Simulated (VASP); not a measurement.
# Ti12C13 in VASP: single point with LDA

Aim: the single point of Ti12C13 with LDA.

All numbers are computed with VASP 6.6.1; they aren't measurements. Logs are shortened: lines on timing, memory, paths and dates and some standing lists are left out, and cuts for length are marked.

**1. The cell of the first run**

The cell holds a slab with vacuum, 25 atoms: a = 6.026 Å, b = 6.026 Å, c = 19.733 Å, α = 90.00°, β = 90.00°, γ = 90.00°.

**2. Single point, LDA**

Contents of INCAR:

```
  PREC = Accurate
  ENCUT = 520
  EDIFF = 1E-6
  ISMEAR = 0
  SIGMA = 0.1
  LREAL = Auto
  LASPH = True
  NELM = 100
  ALGO = Normal
  ISIF = 2
  LWAVE = False
  LCHARG = False
  LDIPOL = True
  IDIPOL = 3
  DIPOL = 0.5 0.5 0.317
  GGA = CA
  NBANDS = 116
```

Contents of KPOINTS:

```
Automatic mesh
0
Gamma
  5 5 1
```

Contents of POSCAR:

```
Ti12C13
1.0
    6.0257129976      0.0000000000      0.0000000000
    0.0000000000      6.0257129976      0.0000000000
    0.0000000000      0.0000000000     19.7334901523
Ti C
12 13
Direct
    0.2500000000      0.2500000000      0.2027010919
    0.2500000000      0.7500000000      0.2027010919
    0.7500000000      0.2500000000      0.2027010919
    0.7500000000      0.7500000000      0.2027010919
    0.0000000000      0.0000000000      0.3085376904
    0.0000000000      0.5000000000      0.3085376904
    0.5000000000      0.0000000000      0.3085376904
    0.5000000000      0.5000000000      0.3085376904
    0.2500000000      0.2500000000      0.4124330541
    0.2500000000      0.7500000000      0.4124330541
    0.7500000000      0.2500000000      0.4124330541
    0.7500000000      0.7500000000      0.4124330541
    0.0000000000      0.0000000000      0.2027010919
    0.0000000000      0.5000000000      0.2027010919
    0.5000000000      0.0000000000      0.2027010919
    0.5000000000      0.5000000000      0.2027010919
    0.2500000000      0.2500000000      0.3079312182
    0.2500000000      0.7500000000      0.3079312182
    0.7500000000      0.2500000000      0.3079312182
    0.7500000000      0.7500000000      0.3079312182
    0.0000000000      0.0000000000      0.4172343609
    0.0000000000      0.5000000000      0.4172343609
    0.5000000000      0.0000000000      0.4172343609
    0.5000000000      0.5000000000      0.4172343609
    0.2500000000      0.2500000000      0.5106942473
```

Potentials or basis: VASP PAW LDA potentials, release 64 (Ti_sv, C).

Command:

```
$ cat potpaw_LDA.64/Ti_sv/POTCAR potpaw_LDA.64/C/POTCAR > POTCAR
$ mpirun -np 1 vasp_std > vasp.out
```

OUTCAR:

```text
PREC = Accurate
   ENCUT = 520
   EDIFF = 1E-6
   ISMEAR = 0
   LREAL = Auto
   LASPH = True
   NELM = 100
   ISIF = 2
   GGA = CA

 ion  position               nearest neighbor table
   1  0.250  0.250  0.203-  17 2.08  14 2.13  15 2.13  16 2.13  13 2.13
   2  0.250  0.750  0.203-  18 2.08  14 2.13  15 2.13  16 2.13  13 2.13
   3  0.750  0.250  0.203-  19 2.08  14 2.13  15 2.13  16 2.13  13 2.13
   4  0.750  0.750  0.203-  20 2.08  14 2.13  15 2.13  16 2.13  13 2.13
   5  0.000  0.000  0.309-  13 2.09  17 2.13  18 2.13  19 2.13  20 2.13  21 2.14
   6  0.000  0.500  0.309-  14 2.09  17 2.13  18 2.13  19 2.13  20 2.13  22 2.14
   7  0.500  0.000  0.309-  15 2.09  17 2.13  18 2.13  19 2.13  20 2.13  23 2.14
   8  0.500  0.500  0.309-  16 2.09  17 2.13  18 2.13  19 2.13  20 2.13  24 2.14
   9  0.250  0.250  0.412-  25 1.94  17 2.06  22 2.13  23 2.13  24 2.13  21 2.13
  10  0.250  0.750  0.412-  18 2.06  21 2.13  22 2.13  23 2.13  24 2.13
  11  0.750  0.250  0.412-  19 2.06  21 2.13  22 2.13  23 2.13  24 2.13
  12  0.750  0.750  0.412-  20 2.06  21 2.13  22 2.13  23 2.13  24 2.13
  13  0.000  0.000  0.203-   5 2.09   2 2.13   3 2.13   4 2.13   1 2.13
  14  0.000  0.500  0.203-   6 2.09   2 2.13   3 2.13   4 2.13   1 2.13
  15  0.500  0.000  0.203-   7 2.09   2 2.13   3 2.13   4 2.13   1 2.13
  16  0.500  0.500  0.203-   8 2.09   2 2.13   3 2.13   4 2.13   1 2.13
  17  0.250  0.250  0.308-   9 2.06   1 2.08   6 2.13   7 2.13   8 2.13   5 2.13
  18  0.250  0.750  0.308-  10 2.06   2 2.08   6 2.13   7 2.13   8 2.13   5 2.13
  19  0.750  0.250  0.308-  11 2.06   3 2.08   6 2.13   7 2.13   8 2.13   5 2.13
  20  0.750  0.750  0.308-  12 2.06   4 2.08   6 2.13   7 2.13   8 2.13   5 2.13
  21  0.000  0.000  0.417-   9 2.13  10 2.13  11 2.13  12 2.13   5 2.14
  22  0.000  0.500  0.417-   9 2.13  10 2.13  11 2.13  12 2.13   6 2.14
  23  0.500  0.000  0.417-   9 2.13  10 2.13  11 2.13  12 2.13   7 2.14
  24  0.500  0.500  0.417-   9 2.13  10 2.13  11 2.13  12 2.13   8 2.14
  25  0.250  0.250  0.511-   9 1.94

  LATTYP: Found a simple tetragonal cell.
 ALAT       =     6.0257129976
 C/A-ratio  =     3.2748805262

  Lattice vectors:

 A1 = (   6.0257129976,   0.0000000000,   0.0000000000)
 A2 = (   0.0000000000,   6.0257129976,   0.0000000000)
 A3 = (   0.0000000000,   0.0000000000,  19.7334901523)

Analysis of symmetry for initial positions (statically):
=====================================================================
 Subroutine PRICEL returns:
 Original cell was already a primitive cell.

 Routine SETGRP: Setting up the symmetry group for a
 simple tetragonal supercell.

 Subroutine GETGRP returns: Found  8 space group operations
 (whereof  2 operations were pure point group operations)
 out of a pool of 16 trial point group operations.

The static configuration has the point symmetry C_1h.
 The point group associated with its full space group is C_4v.

Analysis of symmetry for dynamics (positions and initial velocities):
=====================================================================
 Subroutine PRICEL returns:
 Original cell was already a primitive cell.

 Routine SETGRP: Setting up the symmetry group for a
 simple tetragonal supercell.

 Subroutine GETGRP returns: Found  8 space group operations
 (whereof  2 operations were pure point group operations)
 out of a pool of 16 trial point group operations.

The dynamic configuration has the point symmetry C_1h.
 The point group associated with its full space group is C_4v.

 Subroutine INISYM returns: Found  8 space group operations
 (whereof  2 operations are pure point group operations),
 and found     1 'primitive' translations

----------------------------------------------------------------------------------------

                                     Primitive cell

  volume of cell :     716.5076

  direct lattice vectors                    reciprocal lattice vectors
     6.025712998  0.000000000  0.000000000     0.165955465  0.000000000  0.000000000
     0.000000000  6.025712998  0.000000000     0.000000000  0.165955465  0.000000000
     0.000000000  0.000000000 19.733490152     0.000000000  0.000000000  0.050675273

  length of vectors
     6.025712998  6.025712998 19.733490152     0.165955465  0.165955465  0.050675273

  position of ions in fractional coordinates (direct lattice)
     0.250000000  0.250000000  0.202701092
     0.250000000  0.750000000  0.202701092
     0.750000000  0.250000000  0.202701092
     0.750000000  0.750000000  0.202701092
[... 61 lines left out ...]
     0.033191093  0.000000000  0.000000000     0.200000000  0.000000000  0.000000000
     0.000000000  0.033191093  0.000000000     0.000000000  0.200000000  0.000000000
     0.000000000  0.000000000  0.050675273     0.000000000  0.000000000  1.000000000

  Length of vectors
     0.033191093  0.033191093  0.050675273

  Shift w.r.t. Gamma in fractional coordinates (k-lattice)
     0.000000000  0.000000000  0.000000000

 Subroutine IBZKPT returns following result:
 ===========================================

 Found      6 irreducible k-points:

 Following reciprocal coordinates:
            Coordinates               Weight
  0.000000  0.000000  0.000000      1.000000
  0.200000  0.000000  0.000000      4.000000
  0.400000  0.000000  0.000000      4.000000
  0.200000  0.200000  0.000000      4.000000
  0.400000  0.200000  0.000000      8.000000
  0.400000  0.400000  0.000000      4.000000
   k-points           NKPTS =      6   k-points in BZ     NKDIM =      6   number of bands    NBANDS=    116
   number of dos      NEDOS =    301   number of ions     NIONS =     25
   total plane-waves  NPLWV = 345600
   dimension x,y,z NGX =    48 NGY =   48 NGZ =  150
   dimension x,y,z NGXF=    96 NGYF=   96 NGZF=  300
   ions per type =              12  13
   NGX,Y,Z   is equivalent  to a cutoff of  13.24, 13.24, 12.64 a.u.
   NGXF,Y,Z  is equivalent  to a cutoff of  26.49, 26.49, 25.27 a.u.
 SYSTEM =  unknown system
   PREC   = accura    normal or accurate (medium, high low for compatibility)
   ISTART =      0    job   : 0-new  1-cont  2-samecut
   ICHARG =      2    charge: 1-file 2-atom 10-const
   ISPIN  =      1    spin polarized calculation?
   LNONCOLLINEAR =      F non collinear calculations
   LSORBIT =      F    spin-orbit coupling
   LASPH  =      T    aspherical Exc in radial PAW
   ENCUT  =  520.0 eV  38.22 Ry    6.18 a.u.  11.20 11.20 36.69*2*pi/ulx,y,z
   NELM   =    100;   NELMIN=  2; NELMDL= -5     # of ELM steps
   EDIFF  = 0.1E-05   stopping-criterion for ELM
   LREAL  =      T    real-space projection
   EDIFFG = 0.1E-04   stopping-criterion for IOM
   NSW    =      0    number of steps for IOM
   IBRION =     -1    ionic relax: 0-MD 1-quasi-New 2-CG
   NFREE  =      0    steps in history (QN), initial steepest desc. (CG)
   ISIF   =      2    stress and relaxation
   ISYM   =      2    0-nonsym 1-usesym 2-fastsym
   POTIM  = 0.5000    time-step for ionic-motion
   TEBEG  =    0.0;   TEEND  =   0.0 temperature during run
   PSTRESS=    0.0 pullay stress
   NELECT =     196.0000    total number of electrons
   NUPDOWN=      -1.0000    fix difference up-down
   EMIN   =  10.00;   EMAX   =-10.00  energy-range for DOS
   EFERMI =   0.00;   METHOD = LEGACY
   ISMEAR =     0;   SIGMA  =   0.10  broadening in eV -4-tet -1-fermi 0-gaus
   EFERMI_NEDOS =   21; number of points for ismear=-14 and -15
   IALGO  =     38    algorithm
   IMIX   =      4    mixing-type and parameters
     AMIX     =   0.40;   BMIX     =  1.00
     AMIX_MAG =   1.60;   BMIX_MAG =  1.00
  volume/ion in A,a.u.               =      28.66       193.41
  Fermi-wavevector in a.u.,A,eV,Ry     =   1.062723  2.008255 15.366139  1.129379
  Thomas-Fermi vector in A             =   2.198183
   LORBIT       =      0    0 simple, 1 ext, 2 COOP (PROOUT), +10 PAW based schemes
   GGA     = CA    functional components
   LHFCALC =     F    Hartree Fock is set to
   AEXX    =    0.0000 exact exchange contribution
   IVDW    =     0    specifies the selected vdW correction
   LEPSILON=     F    determine dielectric tensor
   LRPA    =     F    only Hartree local field effects (RPA)
 non-spin polarized calculation
 Gauss-broadening in eV      SIGMA  =   0.10
  energy-cutoff  :      520.00
  volume of cell :      716.51
 maximum number of plane-waves:     19308
 NGX is ok and might be reduce to    48
   NGX = 23   NGY = 23   NGZ = 73

 dipolmoment           0.000000      0.000000     -0.010927 electrons x Angstroem

 number of electron     196.0000005 magnetization

 dipolmoment           0.000000      0.000000      0.258796 electrons x Angstroem

 Free energy of the ion-electron system (eV)
  ---------------------------------------------------
  ext. energy  EPLUGINS =         0.00000000
  ---------------------------------------------------
  free energy    TOTEN  =      -240.07898934 eV

  energy without entropy =     -240.01950976  energy(sigma->0) =     -240.04924955

 E-fermi :  -0.1323     XC(G=0):  -5.4338

 val. band max:       -0.1390201901   @ k =   0.4000   0.4000   0.0000
 cond. band min:      -0.1239499457   @ k =   0.2000   0.0000   0.0000
 fundamental gap:      0.0150702444
 Fermi energy:        -0.1322546695

 k-point     1 :       0.0000    0.0000    0.0000
  band No.  band energies     occupation
      1     -55.7717      2.00000
      2     -55.7565      2.00000
      3     -55.7440      2.00000
      4     -55.7209      2.00000
      5     -55.6708      2.00000
      6     -55.6598      2.00000
[... 667 lines left out ...]
    109       2.2098      0.00000
    110       2.2972      0.00000
 [bands above 110 left out]

------------------------ aborting loop because EDIFF is reached ----------------------------------------

 vacuum level on the upper side and lower side of the slab       (xc-potential included)         0.504        -0.634

  FORCE on cell =-STRESS in cart. coord.  units (eV):
  Direction    XX          YY          ZZ          XY          YZ          ZX
  --------------------------------------------------------------------------------------
  -------------------------------------------------------------------------------------
  Total      -13.0258805    -13.0258805      2.0602772      0.0000000      0.0000000      0.0000000
  in kB      -29.1270756    -29.1270756      4.6069708      0.0000000      0.0000000      0.0000000
  external PRESSURE =     -17.8823935 kB  Pullay stress =       0.0000000 kB

 VOLUME and BASIS-vectors are now :
 -----------------------------------------------------------------------------
  energy-cutoff  :      520.00
  volume of cell :      716.51
      direct lattice vectors                 reciprocal lattice vectors
     6.025712998  0.000000000  0.000000000     0.165955465  0.000000000  0.000000000
     0.000000000  6.025712998  0.000000000     0.000000000  0.165955465  0.000000000
     0.000000000  0.000000000 19.733490152     0.000000000  0.000000000  0.050675273

 POSITION                                       TOTAL-FORCE (eV/Angst)
 -----------------------------------------------------------------------------------
      1.50643      1.50643      4.00000        -0.000000      0.000000      0.927835
      1.50643      4.51928      4.00000         0.000000     -0.000000      0.923323
      4.51928      1.50643      4.00000         0.000000      0.000000      0.923323
      4.51928      4.51928      4.00000         0.000000      0.000000      0.998786
      0.00000      0.00000      6.08853         0.059951      0.059951      0.055122
      0.00000      3.01286      6.08853         0.059951     -0.059951      0.055122
[... 17 lines left out ...]
      3.01286      3.01286      8.23349         0.244097      0.244097      0.062818
      1.50643      1.50643     10.07778        -0.000000      0.000000      0.037865
 -----------------------------------------------------------------------------------
    total drift:                                0.000000     -0.000000      0.065688

  FREE ENERGIE OF THE ION-ELECTRON SYSTEM (eV)
  ---------------------------------------------------
  free  energy   TOTEN  =      -240.0789893444 eV

  energy  without entropy=     -240.0195097616  energy(sigma->0) =     -240.04924955

 vacuum level on the upper side and lower side of the slab         5.605         4.323
```

Wall time 21 min (1 thread of AMD EPYC 9R45 (Zen 5), shared host); peak memory 0.68 GiB.

What came out:

```
Free energy            : -240.0790 eV
Largest force          : 1.039 eV/Å
Band gap on the k mesh : zero (band 98 reaches 0.11 eV, above the bottom of band 99 at -0.16 eV)
```

Forces on the atoms (eV/Å):
```
Ti   0.000  0.000  0.928
Ti   0.000  0.000  0.923
Ti   0.000  0.000  0.923
Ti   0.000  0.000  0.999
Ti   0.060  0.060  0.055
Ti   0.060 -0.060  0.055
Ti  -0.060  0.060  0.055
Ti  -0.060 -0.060  0.055
Ti   0.000  0.000 -0.434
Ti   0.000  0.000  0.405
Ti   0.000  0.000  0.405
Ti   0.000  0.000  0.136
C    0.005  0.005 -1.039
C    0.005 -0.005 -1.039
C   -0.005  0.005 -1.039
C   -0.005 -0.005 -1.039
C    0.000  0.000 -0.905
C    0.000  0.000  0.115
C    0.000  0.000  0.115
C    0.000  0.000  0.036
C   -0.244 -0.244  0.063
C   -0.244  0.244  0.063
C    0.244 -0.244  0.063
C    0.244  0.244  0.063
C    0.000  0.000  0.038
```
